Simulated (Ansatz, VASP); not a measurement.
Be3GeN: VASP beside Ansatz

```xyz
5
Lattice="3.5913 0.0000 0.0000 0.0000 3.5913 0.0000 0.0000 0.0000 3.5913" Properties=species:S:1:pos:R:3 pbc="T T T"
Be    0.0000    1.7956    1.7956
Be    1.7956    0.0000    1.7956
Be    1.7956    1.7956    0.0000
Ge    0.0000    0.0000    0.0000
N     1.7956    1.7956    1.7956
```

Alike in both runs: functional PBEsol; k mesh 10 × 10 × 10; occupations fermi-dirac, width 0.15 eV; no spin polarisation.

Ansatz relaxed the structure, and its values are those at the end. VASP's run is a single point on that final structure, the one shown.

|  | VASP | Ansatz |
| --- | --- | --- |
| version | VASP 6.6.1 | Ansatz 0.2.0 |
| potentials or method | VASP PAW PBE potentials, release 64 (Be, Ge_d, N), cutoff 520 eV | scalar-relativistic, plane waves, PAW |
| valence electrons in the cell | 25 | 25 |

VASP gave:

| Quantity | Value |
| --- | --- |
| gap on the k mesh at the Fermi level (eV) | none |
| pressure (GPa) | 0.3 |

Question: What did Ansatz give for the same quantities?

Answer: gap on the k mesh at the Fermi level (eV): none; pressure (GPa): 0.0.

VASP's potentials were made for PBE, not for PBEsol. A gap of «none» marks a metal or a gap that the smearing closes.
